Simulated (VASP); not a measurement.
# Al in VASP: further runs

The runs below take Al through single point, with PBEsol, PBE.

Everything below comes from runs of VASP 6.6.1. Logs are shortened: lines on timing, memory, paths and dates and some standing lists are left out, and cuts for length are marked.

## 1. The cell of the first run

The typed cell holds 4 atoms: a = 2.827 Å, b = 2.827 Å, c = 9.186 Å, α = 90.00°, β = 90.00°, γ = 120.00°.

## 2. Single point, PBEsol

Input file INCAR:

```
SYSTEM = Al
  PREC = Accurate
  ENCUT = 520
  EDIFF = 1E-7
  ISMEAR = 0
  SIGMA = 0.05
  LREAL = .FALSE.
  LASPH = .TRUE.
  NELM = 100
  ALGO = Fast
  ISIF = 2
  LWAVE = .FALSE.
  LCHARG = .TRUE.
  GGA = PS
  LELF = .TRUE.
  LVHAR = .TRUE.
  NBANDS = 14
```

Input file KPOINTS:

```
regular mesh
0
G
  18 18 5
  0 0 0
```

Input file POSCAR:

```
Al
1.0
    2.8270770242      0.0000000000      0.0000000000
   -1.4135385121      2.4483205214      0.0000000000
    0.0000000000      0.0000000000      9.1859930700
Al
4
Direct
    0.6512710000      0.3181030000      0.7537220000
   -0.0068000000     -0.0034860000      0.4941930000
    0.3462790000      0.6774530000      0.2479860000
   -0.0057360000     -0.0001190000     -0.0007300000
```

Potentials or basis: VASP PAW PBE potentials, release 64 (Al).

Run with:

```console
$ cat potpaw_PBE.64/Al/POTCAR > POTCAR
$ mpirun -np 1 vasp_std > vasp.out
```

OUTCAR:

```text
SYSTEM = Al
   PREC = Accurate
   ENCUT = 520
   EDIFF = 1E-7
   ISMEAR = 0
   LREAL = .FALSE.
   LASPH = .TRUE.
   NELM = 100
   ISIF = 2
   GGA = PS

 ion  position               nearest neighbor table
   1  0.651  0.318  0.754-   4 2.77   4 2.78   4 2.81   2 2.88   2 2.89   2 2.91
   2  0.993  0.997  0.494-   3 2.76   3 2.80   3 2.81   1 2.88   1 2.89   1 2.91
   3  0.346  0.677  0.248-   2 2.76   4 2.78   2 2.80   2 2.81   4 2.82   4 2.82
   4  0.994  1.000  0.999-   1 2.77   1 2.78   3 2.78   1 2.81   3 2.82   3 2.82

  LATTYP: Found a hexagonal cell.
 ALAT       =     2.8270770242
 C/A-ratio  =     3.2492899880

  Lattice vectors:

 A1 = (   2.8270770242,   0.0000000000,   0.0000000000)
 A2 = (  -1.4135385121,   2.4483205214,   0.0000000000)
 A3 = (   0.0000000000,   0.0000000000,   9.1859930700)

Analysis of symmetry for initial positions (statically):
=====================================================================
 Subroutine PRICEL returns:
 Original cell was already a primitive cell.

 Routine SETGRP: Setting up the symmetry group for a
 hexagonal supercell.

 Subroutine GETGRP returns: Found  1 space group operations
 (whereof  1 operations were pure point group operations)
 out of a pool of 24 trial point group operations.

The static configuration has the point symmetry C_1 .

Analysis of symmetry for dynamics (positions and initial velocities):
=====================================================================
 Subroutine PRICEL returns:
 Original cell was already a primitive cell.

 Routine SETGRP: Setting up the symmetry group for a
 hexagonal supercell.

 Subroutine GETGRP returns: Found  1 space group operations
 (whereof  1 operations were pure point group operations)
 out of a pool of 24 trial point group operations.

The dynamic configuration has the point symmetry C_1 .

 Subroutine INISYM returns: Found  1 space group operations
 (whereof  1 operations are pure point group operations),
 and found     1 'primitive' translations

----------------------------------------------------------------------------------------

                                     Primitive cell

  volume of cell :      63.5817

  direct lattice vectors                    reciprocal lattice vectors
     2.827077024  0.000000000  0.000000000     0.353722234  0.204221627  0.000000000
    -1.413538512  2.448320521  0.000000000     0.000000000  0.408443254  0.000000000
     0.000000000  0.000000000  9.185993070     0.000000000  0.000000000  0.108861393

  length of vectors
     2.827077024  2.827077024  9.185993070     0.408443254  0.408443254  0.108861393

  position of ions in fractional coordinates (direct lattice)
     0.651271000  0.318103000  0.753722000
     0.993200000  0.996514000  0.494193000
     0.346279000  0.677453000  0.247986000
     0.994264000  0.999881000  0.999270000

  ion indices of the primitive-cell ions
   primitive index   ion index
                 1           1
                 2           2
                 3           3
                 4           4

----------------------------------------------------------------------------------------

 KPOINTS: regular mesh

Automatic generation of k-mesh.
 Grid dimensions read from file:
 generate k-points for:   18   18    5

 Generating k-lattice:

  Cartesian coordinates                     Fractional coordinates (reciprocal lattice)
     0.019651235  0.011345646  0.000000000     0.055555556 -0.000000000  0.000000000
     0.000000000  0.022691292  0.000000000     0.000000000  0.055555556  0.000000000
     0.000000000  0.000000000  0.021772279     0.000000000  0.000000000  0.200000000

  Length of vectors
     0.022691292  0.022691292  0.021772279

  Shift w.r.t. Gamma in fractional coordinates (k-lattice)
     0.000000000  0.000000000  0.000000000

 Subroutine IBZKPT returns following result:
 ===========================================

 Found    812 irreducible k-points:

 Following reciprocal coordinates:
            Coordinates               Weight
  0.000000  0.000000  0.000000      1.000000
  0.055556  0.000000  0.000000      2.000000
  0.000000  0.055556  0.000000      2.000000
 -0.055556  0.055556  0.000000      2.000000
  0.111111  0.000000  0.000000      2.000000
  0.000000  0.111111  0.000000      2.000000
[... 16 lines left out ...]
  0.444444 -0.000000  0.000000      2.000000
  0.000000  0.444444  0.000000      2.000000
 [... further k-points ...]
   k-points           NKPTS =    812   k-points in BZ     NKDIM =    812   number of bands    NBANDS=     14
   number of dos      NEDOS =    301   number of ions     NIONS =      4
   total plane-waves  NPLWV =  40320
   dimension x,y,z NGX =    24 NGY =   24 NGZ =   70
   dimension x,y,z NGXF=    48 NGYF=   48 NGZF=  140
   ions per type =               4
   NGX,Y,Z   is equivalent  to a cutoff of  14.11, 14.11, 12.67 a.u.
   NGXF,Y,Z  is equivalent  to a cutoff of  28.23, 28.23, 25.34 a.u.
 SYSTEM =  Al
   PREC   = accura    normal or accurate (medium, high low for compatibility)
   ISTART =      0    job   : 0-new  1-cont  2-samecut
   ICHARG =      2    charge: 1-file 2-atom 10-const
   ISPIN  =      1    spin polarized calculation?
   LNONCOLLINEAR =      F non collinear calculations
   LSORBIT =      F    spin-orbit coupling
   LASPH  =      T    aspherical Exc in radial PAW
   ENCUT  =  520.0 eV  38.22 Ry    6.18 a.u.   5.26  5.26 17.08*2*pi/ulx,y,z
   NELM   =    100;   NELMIN=  2; NELMDL= -5     # of ELM steps
   EDIFF  = 0.1E-06   stopping-criterion for ELM
   LREAL  =      F    real-space projection
   EDIFFG = 0.1E-05   stopping-criterion for IOM
   NSW    =      0    number of steps for IOM
   IBRION =     -1    ionic relax: 0-MD 1-quasi-New 2-CG
   NFREE  =      0    steps in history (QN), initial steepest desc. (CG)
   ISIF   =      2    stress and relaxation
   ISYM   =      2    0-nonsym 1-usesym 2-fastsym
   POTIM  = 0.5000    time-step for ionic-motion
   TEBEG  =    0.0;   TEEND  =   0.0 temperature during run
   PSTRESS=    0.0 pullay stress
   NELECT =      12.0000    total number of electrons
   NUPDOWN=      -1.0000    fix difference up-down
   EMIN   =  10.00;   EMAX   =-10.00  energy-range for DOS
   EFERMI =   0.00;   METHOD = LEGACY
   ISMEAR =     0;   SIGMA  =   0.05  broadening in eV -4-tet -1-fermi 0-gaus
   EFERMI_NEDOS =   21; number of points for ismear=-14 and -15
   IALGO  =     68    algorithm
   IMIX   =      4    mixing-type and parameters
     AMIX     =   0.40;   BMIX     =  1.00
     AMIX_MAG =   1.60;   BMIX_MAG =  1.00
  volume/ion in A,a.u.               =      15.90       107.27
  Fermi-wavevector in a.u.,A,eV,Ry     =   0.939055  1.774557 11.997959  0.881825
  Thomas-Fermi vector in A             =   2.066329
   LORBIT       =      0    0 simple, 1 ext, 2 COOP (PROOUT), +10 PAW based schemes
   GGA     = PS    functional components
   LHFCALC =     F    Hartree Fock is set to
   AEXX    =    0.0000 exact exchange contribution
   IVDW    =     0    specifies the selected vdW correction
   LEPSILON=     F    determine dielectric tensor
   LRPA    =     F    only Hartree local field effects (RPA)
 non-spin polarized calculation
 RMM-DIIS sequential band-by-band and
 Gauss-broadening in eV      SIGMA  =   0.05
  energy-cutoff  :      520.00
  volume of cell :       63.58
 maximum number of plane-waves:      1730
 NGX is ok and might be reduce to    24
   NGX = 11   NGY = 11   NGZ = 35

 number of electron      12.0000000 magnetization

 Free energy of the ion-electron system (eV)
  ---------------------------------------------------
  ext. energy  EPLUGINS =         0.00000000
  ---------------------------------------------------
  free energy    TOTEN  =       -16.28940135 eV

  energy without entropy =      -16.28731630  energy(sigma->0) =      -16.28835883

 E-fermi :   8.3517     XC(G=0): -10.3934

 val. band max:        8.3495271687   @ k =   0.5000   0.5000   0.2000
 cond. band min:       8.3520456556   @ k =  -0.2222   0.4444   0.0000
 fundamental gap:      0.0025184869
 Fermi energy:         8.3516554994

 k-point     1 :       0.0000    0.0000    0.0000
  band No.  band energies     occupation
      1      -3.0564      2.00000
      2      -1.4091      2.00000
      3      -1.1998      2.00000
      4       3.6340      2.00000
      5       3.9778      2.00000
      6      11.9048      0.00000
      7      12.0004      0.00000
      8      19.1698      0.00000
      9      19.2009      0.00000
     10      19.3360      0.00000
     11      19.3567      0.00000
     12      20.2847      0.00000
     13      20.3055      0.00000
     14      20.4754      0.00000

 k-point     2 :       0.0556    0.0000    0.0000
  band No.  band energies     occupation
      1      -2.9803      2.00000
      2      -1.3339      2.00000
      3      -1.1246      2.00000
      4       3.7043      2.00000
      5       4.0519      2.00000
      6      11.9664      0.00000
      7      12.0612      0.00000
      8      17.5526      0.00000
      9      18.1660      0.00000
     10      18.8695      0.00000
     11      19.0943      0.00000
     12      19.4627      0.00000
     13      19.5109      0.00000
     14      19.7344      0.00000
[... 343 lines left out ...]
      1       1.7299      2.00000
      2       3.2947      2.00000
      3       3.5004      2.00000
      4       4.3299      2.00000
      5       5.9649      2.00000
      6       6.1733      2.00000
      7       8.1857      2.00000
      8       8.8054      0.00000
      9      10.7255      0.00000
     10      11.2087      0.00000
     11      14.0975      0.00000
     12      15.0397      0.00000
     13      15.4772      0.00000
     14      15.7502      0.00000

 k-point    24 :       0.0000    0.4444    0.0000
  band No.  band energies     occupation
      1       1.7301      2.00000
      2       3.2980      2.00000
      3       3.5046      2.00000
      4       4.3355      2.00000
      5       5.9447      2.00000
      6       6.1537      2.00000
      7       8.1908      1.99999
      8       8.7904      0.00000
      9      10.7522      0.00000
     10      11.2018      0.00000
     11      14.0921      0.00000
     12      15.1287      0.00000
     13      15.4688      0.00000
     14      15.7125      0.00000

 [... further k-points ...]

------------------------ aborting loop because EDIFF is reached ----------------------------------------

  FORCE on cell =-STRESS in cart. coord.  units (eV):
  Direction    XX          YY          ZZ          XY          YZ          ZX
  --------------------------------------------------------------------------------------
  -------------------------------------------------------------------------------------
  Total        0.8555877      0.7524467      0.7730590      0.0368439     -0.0152412     -0.0011306
  in kB       21.5597190     18.9606979     19.4800997      0.9284204     -0.3840586     -0.0284896
  external PRESSURE =      20.0001722 kB  Pullay stress =       0.0000000 kB

 VOLUME and BASIS-vectors are now :
 -----------------------------------------------------------------------------
  energy-cutoff  :      520.00
  volume of cell :       63.58
      direct lattice vectors                 reciprocal lattice vectors
     2.827077024  0.000000000  0.000000000     0.353722234  0.204221627  0.000000000
    -1.413538512  2.448320521  0.000000000     0.000000000  0.408443254  0.000000000
     0.000000000  0.000000000  9.185993070     0.000000000  0.000000000  0.108861393

 POSITION                                       TOTAL-FORCE (eV/Angst)
 -----------------------------------------------------------------------------------
      1.39154      0.77882      6.92369         0.012832      0.045318     -0.343435
      1.39924      2.43979      4.53965         0.023603      0.010378      0.331012
      0.02135      1.65862      2.27800        -0.056980     -0.049717     -0.079868
      1.39749      2.44803      9.17929         0.020546     -0.005979      0.092292
 -----------------------------------------------------------------------------------
    total drift:                               -0.000000      0.000001      0.000002

  FREE ENERGIE OF THE ION-ELECTRON SYSTEM (eV)
  ---------------------------------------------------
  free  energy   TOTEN  =       -16.2894013524 eV

  energy  without entropy=      -16.2873163017  energy(sigma->0) =      -16.28835883
```

It took 4.1 min on 1 thread of Intel Xeon 6975P-C (Granite Rapids), shared host; peak memory 0.6 GiB.

Results:

```
Free energy            : -16.2894 eV
Pressure               : 2.0 GPa
Largest force          : 0.347 eV/Å
Band gap on the k mesh : zero (bands 6 and 7 overlap by 5.62 eV)
```

Forces on the atoms (eV/Å):
```
Al   0.013  0.045 -0.343
Al   0.024  0.010  0.331
Al  -0.057 -0.050 -0.080
Al   0.021 -0.006  0.092
```

Levels at points of the mesh, in eV from the Fermi level:
```csv
k point,band 4,band 5,band 6,band 7,band 8,band 9
"(0.00, 0.00, 0.00)",-4.72,-4.37,3.55,3.65,10.82,10.85
"(0.50, 0.00, 0.00)",-4.01,-3.35,-3.28,0.85,1.21,1.45
"(0.00, 0.50, 0.00)",-3.98,-3.40,-3.31,0.79,1.29,1.39
"(0.50, 0.50, 0.00)",-3.99,-3.38,-3.30,0.81,1.25,1.42
```

Caveat: the PAW data sets were made with another functional, which shifts forces and pressure a little.

## 3. Single point, PBE

This run uses another cell than the first one, of 14.94 Å³/atom.

Input file INCAR:

```
SYSTEM = Al
  PREC = Accurate
  ENCUT = 520
  EDIFF = 1E-6
  ISMEAR = -1
  SIGMA = 0.05
  LREAL = .False.
  LASPH = .True.
  NELM = 100
  ALGO = Normal
  ISIF = 2
  LWAVE = .False.
  LCHARG = .True.
  GGA = PE
  LELF = .True.
  LVHAR = .True.
  NBANDS = 14
```

Input file KPOINTS:

```
regular mesh
0
Gamma
  11 11 3
  0 0 0
```

Input file POSCAR:

```
Al
1.0
    2.7693653812      0.0000000000      0.0000000000
   -1.3846826906      2.3983407724      0.0000000000
    0.0000000000      0.0000000000      8.9984712061
Al
4
Direct
    0.6666666667      0.3333333333      0.7500000000
    0.0000000000      0.0000000000      0.5000000000
    0.3333333333      0.6666666667      0.2500000000
    0.0000000000      0.0000000000      0.0000000000
```

Potentials or basis: VASP PAW PBE potentials, release 64 (Al).

Run with:

```console
$ cat potpaw_PBE.64/Al/POTCAR > POTCAR
$ mpirun -np 1 vasp_std > vasp.out
```

It took 45 s on 1 thread of AMD EPYC 7R13, shared host; peak memory 0.15 GiB.

The run converged. Its results:

| Property | Result |
| --- | --- |
| Free energy | -14.7913 eV |
| Pressure | 9.9 GPa |
| Band gap on the k mesh | zero (bands 6 and 7 overlap by 6.09 eV) |

Stress tensor (GPa, compression positive):
```
 9.17  0.00  0.00
 0.00  9.17  0.00
 0.00  0.00 11.48
```

Levels at points of the mesh, in eV from the Fermi level:
| k point | band 1 | band 2 | band 3 | band 4 | band 5 | band 6 | band 7 | band 8 | band 9 | band 10 |
| --- | --- | --- | --- | --- | --- | --- | --- | --- | --- | --- |
| (0.00, 0.00, 0.00) | -11.87 | -10.05 | -10.05 | -4.99 | -4.48 | 3.71 | 3.73 | 11.34 | 11.34 | 11.42 |

Caveat: the cell stands under pressure.
